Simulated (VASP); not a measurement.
# Cr (Fm-3m) in VASP: relaxation of cell and atoms with LDA

Aim: the relaxation of cell and atoms of Cr with LDA.

Program: VASP 6.6.1. These are calculated values, not measurements. Logs are shortened: lines on timing, memory, paths and dates and some standing lists are left out, and cuts for length are marked.

### 1 The cell of the first run

The structure is cubic, space group Fm-3m (No. 225). The conventional cell has a = 3.633 Å, b = 3.633 Å, c = 3.633 Å, α = 90.00°, β = 90.00°, γ = 90.00°. Cr (site symmetry m-3m) has 12 Cr at 2.57 Å within 3.4 Å.

This isn't the form of Cr at room conditions, which is bcc.

### 2 Relaxation of cell and atoms, LDA, collinear spin, antiferromagnetic start

File INCAR:

```
SYSTEM = Cr
PREC = Accurate
ENCUT = 600
EDIFF = 1E-7
ISMEAR = -1
SIGMA = 0.05
LREAL = .False.
LASPH = .True.
NELM = 150
ALGO = Normal
ISIF = 3
LWAVE = .False.
LCHARG = .False.
ISPIN = 2
MAGMOM = 1.5 -1.5
LORBIT = 11
LMAXMIX = 4
IBRION = 2
NSW = 80
EDIFFG = -0.01
LUSENCCL = .False.
```

File KPOINTS:

```
Automatic mesh
0
Gamma
  12 12 9
  0 0 0
```

File POSCAR:

```
Cr
1.0
    2.5692628132      0.0000000000      0.0000000000
    0.0000000000      2.5692628132      0.0000000000
    0.0000000000      0.0000000000      3.6334863158
Cr
2
Direct
    0.0000000000      0.0000000000      0.0000000000
    0.5000000000      0.5000000000      0.5000000000
```

Potentials or basis: VASP PAW LDA potentials, release 64 (Cr_pv).

On the command line:

```bash
> cat potpaw_LDA.64/Cr_pv/POTCAR > POTCAR
> mpirun -np 1 vasp_std > vasp.out
```

OUTCAR:

```text
SYSTEM = Cr
   PREC = Accurate
   ENCUT = 600
   EDIFF = 1E-7
   ISMEAR = -1
   LREAL = .False.
   LASPH = .True.
   NELM = 150
   ISIF = 3
   ISPIN = 2
   LORBIT = 11
   IBRION = 2
   NSW = 80
   EDIFFG = -0.01

 ion  position               nearest neighbor table
   1  0.000  0.000  0.000-   2 2.57   2 2.57   2 2.57   2 2.57   2 2.57   2 2.57   2 2.57   2 2.57

   2  0.500  0.500  0.500-   1 2.57   1 2.57   1 2.57   1 2.57   1 2.57   1 2.57   1 2.57   1 2.57

  LATTYP: Found a simple tetragonal cell.
 ALAT       =     2.5692628132
 C/A-ratio  =     1.4142135624

  Lattice vectors:

 A1 = (   2.5692628132,   0.0000000000,   0.0000000000)
 A2 = (   0.0000000000,   2.5692628132,   0.0000000000)
 A3 = (   0.0000000000,   0.0000000000,   3.6334863158)

Analysis of symmetry for initial positions (statically):
=====================================================================
 Subroutine PRICEL returns following result:

  LATTYP: Found a face centered cubic cell.
 ALAT       =     3.6334863158
[... 12 lines left out ...]
 Subroutine GETGRP returns: Found 16 space group operations
 (whereof 16 operations were pure point group operations)
 out of a pool of 16 trial point group operations.

The static configuration has the point symmetry D_4h.

Analysis of symmetry for dynamics (positions and initial velocities):
=====================================================================
 Subroutine PRICEL returns following result:

  LATTYP: Found a face centered cubic cell.
 ALAT       =     3.6334863158
[... 12 lines left out ...]
 Subroutine GETGRP returns: Found 16 space group operations
 (whereof 16 operations were pure point group operations)
 out of a pool of 16 trial point group operations.

The dynamic configuration has the point symmetry D_4h.

Analysis of structural, dynamic, and magnetic symmetry:
=====================================================================
 Subroutine PRICEL returns following result:

  LATTYP: Found a face centered cubic cell.
 ALAT       =     3.6334863158
[... 12 lines left out ...]
 Subroutine GETGRP returns: Found 16 space group operations
 (whereof 16 operations were pure point group operations)
 out of a pool of 16 trial point group operations.

The overall configuration has the point symmetry D_4h.

 Subroutine INISYM returns: Found 16 space group operations
 (whereof 16 operations are pure point group operations),
 and found     2 'primitive' translations

----------------------------------------------------------------------------------------

                                     Primitive cell

  volume of cell :      11.9925

  direct lattice vectors                    reciprocal lattice vectors
[... 98 lines left out ...]
   EMIN   =  10.00;   EMAX   =-10.00  energy-range for DOS
   EFERMI =   0.00;   METHOD = LEGACY
   ISMEAR =    -1;   SIGMA  =   0.05  broadening in eV -4-tet -1-fermi 0-gaus
   EFERMI_NEDOS =   21; number of points for ismear=-14 and -15
   IALGO  =     38    algorithm
   IMIX   =      4    mixing-type and parameters
     AMIX     =   0.40;   BMIX     =  1.00
     AMIX_MAG =   1.60;   BMIX_MAG =  1.00
  volume/ion in A,a.u.               =      11.99        80.93
  Fermi-wavevector in a.u.,A,eV,Ry     =   1.637439  3.094310 36.480015  2.681205
  Thomas-Fermi vector in A             =   2.728578
   LORBIT       =     11    0 simple, 1 ext, 2 COOP (PROOUT), +10 PAW based schemes
   GGA     = CA    functional components
   LHFCALC =     F    Hartree Fock is set to
   AEXX    =    0.0000 exact exchange contribution
   IVDW    =     0    specifies the selected vdW correction
   LEPSILON=     F    determine dielectric tensor
   LRPA    =     F    only Hartree local field effects (RPA)
 conjugate gradient relaxation of ions
 spin polarized calculation
  energy-cutoff  :      600.00
  volume of cell :       23.99
 maximum number of plane-waves:       820
 NGX is ok and might be reduce to    24
   NGX = 11   NGY = 11   NGZ = 15

--------------------------------------- Ionic step        1  -------------------------------------------

 number of electron      23.9999992 magnetization      -0.0000000

 number of electron      23.9999992 magnetization       0.0000000

 Free energy of the ion-electron system (eV)
  ---------------------------------------------------
  ext. energy  EPLUGINS =         0.00000000
  ---------------------------------------------------
  free energy    TOTEN  =       -20.34494052 eV

  energy without entropy =      -20.31359300  energy(sigma->0) =      -20.32926676

 E-fermi :   9.9913     XC(G=0): -13.7697

 val. band max:        9.9895998202   @ k =   0.1667   0.0833   0.2222
 cond. band min:      10.0309026804   @ k =   0.1667   0.0000   0.3333
 fundamental gap:      0.0413028601
 Fermi energy:         9.9912771314

 spin component 1

 k-point     1 :       0.0000    0.0000    0.0000
  band No.  band energies     occupation
      1     -32.7637      1.00000
      2     -32.2762      1.00000
      3     -32.2762      1.00000
      4     -31.9795      1.00000
      5     -31.9795      1.00000
      6     -31.9791      1.00000
[... 1012 lines left out ...]
  FREE ENERGIE OF THE ION-ELECTRON SYSTEM (eV)
  ---------------------------------------------------
  free  energy   TOTEN  =       -20.4472673066 eV

  energy  without entropy=      -20.4187404655  energy(sigma->0) =      -20.43300389

[... ionic steps 4 to 19 ...]

--------------------------------------- Ionic step       20  -------------------------------------------

 number of electron      23.9999999 magnetization      -0.0000000

 number of electron      23.9999999 magnetization       0.0000000
[... 73 lines left out ...]
 number of electron      23.9999998 magnetization       0.0000000

 number of electron      23.9999998 magnetization      -0.0000000

 Free energy of the ion-electron system (eV)
  ---------------------------------------------------
  ext. energy  EPLUGINS =         0.00000000
  ---------------------------------------------------
  free energy    TOTEN  =       -20.70356611 eV

  energy without entropy =      -20.68397287  energy(sigma->0) =      -20.69376949

 E-fermi :  11.5101     XC(G=0): -14.2276

 val. band max:       11.4925370598   @ k =   0.5000   0.0000   0.3333
 cond. band min:      11.5296188661   @ k =   0.5000   0.2500   0.3333
 fundamental gap:      0.0370818062
 Fermi energy:        11.5100926479

 spin component 1

 k-point     1 :       0.0000    0.0000    0.0000
  band No.  band energies     occupation
      1     -31.7388      1.00000
      2     -30.9336      1.00000
      3     -30.8206      1.00000
      4     -30.8206      1.00000
      5     -30.6697      1.00000
      6     -30.6697      1.00000
[... 936 lines left out ...]
  FREE ENERGIE OF THE ION-ELECTRON SYSTEM (eV)
  ---------------------------------------------------
  free  energy   TOTEN  =       -20.7035661060 eV

  energy  without entropy=      -20.6839728695  energy(sigma->0) =      -20.69376949

 reached required accuracy - stopping structural energy minimisation

 total charge

# of ion       s       p       d       tot
------------------------------------------
    1        0.444   6.415   4.334  11.193
    2        0.444   6.415   4.334  11.193
--------------------------------------------------
tot          0.887  12.831   8.669  22.387

 magnetization (x)

# of ion       s       p       d       tot
------------------------------------------
    1       -0.000  -0.000  -0.000  -0.000
    2        0.000   0.000   0.000   0.000
--------------------------------------------------
tot          0.000   0.000   0.000   0.000
```

It took 19 min on 1 × NVIDIA H100 80GB with 1 thread of AMD EPYC 7R13 (Zen 3), shared host; peak memory 1.3 GiB.

What came out:

```yaml
Free_energy: -20.7036 eV
Relaxed_volume: 11.07 Å³/atom
Relaxed_cell: a = 2.310 Å, b = 2.310 Å, c = 4.151 Å, α = 90.00°, β = 90.00°, γ = 90.00°
Space_group_after_relaxing_to_0.1_Å: I4/mmm (No. 139)
Energy_gained_by_relaxing: 179.3 meV/atom
Ionic_steps: 22
Pressure_after_relaxing: 0.1 GPa
Band_gap_on_the_k_mesh: zero (filled and empty bands overlap)
Net_moment: 0.00 μB per cell
Valence_electrons_inside_the_program's_atomic_spheres: Cr 11.19
```

Step by step:
```csv
step,energy change (eV),largest force (eV/Å),pressure (GPa),volume (Å³)
1,0.0000,0.0000,-17.75,23.99
2,0.2199,0.0000,44.33,19.66
3,-0.1023,0.0000,-0.87,22.31
4,-0.1025,0.0000,0.06,22.25
5,-0.1026,0.0000,0.00,22.25
6,-0.1032,0.0000,0.00,22.25
7,-0.1061,0.0000,0.00,22.25
8,-0.1170,0.0000,0.06,22.24
9,-0.1566,0.0000,0.38,22.20
10,-0.2638,0.0000,1.35,22.07
11,-0.3357,0.0000,7.45,21.63
12,-0.3469,0.0000,4.27,21.83
13,-0.3519,0.0000,5.38,21.75
14,-0.3513,0.0000,5.66,21.73
15,-0.3534,0.0000,4.77,21.80
16,-0.3576,0.0000,2.01,22.00
17,-0.3562,0.0000,-3.13,22.40
18,-0.3586,0.0000,-0.06,22.15
19,-0.3586,0.0000,0.12,22.15
20,-0.3586,0.0000,0.09,22.15
21,-0.3586,0.0000,0.09,22.15
22,-0.3586,0.0000,0.09,22.15
```

Final structure:
```cif
data_structure
_symmetry_space_group_name_H-M 'P 1'
_symmetry_Int_Tables_number 1
_cell_length_a 2.3097
_cell_length_b 2.3097
_cell_length_c 4.1511
_cell_angle_alpha 90.000
_cell_angle_beta 90.000
_cell_angle_gamma 90.000
_cell_volume 22.15
loop_
_atom_site_label
_atom_site_type_symbol
_atom_site_fract_x
_atom_site_fract_y
_atom_site_fract_z
_atom_site_occupancy
Cr1 Cr 0.00000 0.00000 0.00000 1
Cr2 Cr 0.50000 0.50000 0.50000 1
```

Levels at points of the mesh, in eV from the Fermi level:
Spin up:
| k point | band 8 | band 9 | band 10 | band 11 | band 12 | band 13 | band 14 | band 15 | band 16 |
| --- | --- | --- | --- | --- | --- | --- | --- | --- | --- |
| (0.00, 0.00, 0.00) | -4.79 | -3.83 | -2.40 | -0.81 | 0.15 | 0.15 | 0.39 | 2.20 | 2.51 |
| (0.50, 0.00, 0.00) | -3.03 | -2.82 | -2.82 | -1.80 | -1.80 | 0.41 | 0.41 | 1.60 | 1.60 |
| (0.50, 0.50, 0.00) | -5.04 | -3.82 | -3.82 | 1.44 | 1.44 | 1.91 | 1.91 | 3.84 | 3.84 |
Spin down:
| k point | band 8 | band 9 | band 10 | band 11 | band 12 | band 13 | band 14 | band 15 | band 16 |
| --- | --- | --- | --- | --- | --- | --- | --- | --- | --- |
| (0.00, 0.00, 0.00) | -4.79 | -3.83 | -2.40 | -0.81 | 0.15 | 0.15 | 0.39 | 2.20 | 2.51 |
| (0.50, 0.00, 0.00) | -3.03 | -2.82 | -2.82 | -1.80 | -1.80 | 0.41 | 0.41 | 1.60 | 1.60 |
| (0.50, 0.50, 0.00) | -5.04 | -3.82 | -3.82 | 1.44 | 1.44 | 1.91 | 1.91 | 3.84 | 3.84 |

Caveat: the moments typed at the start vanished in this run.

The gap in the log of VASP goes by the Fermi energy; the results here count the filled bands.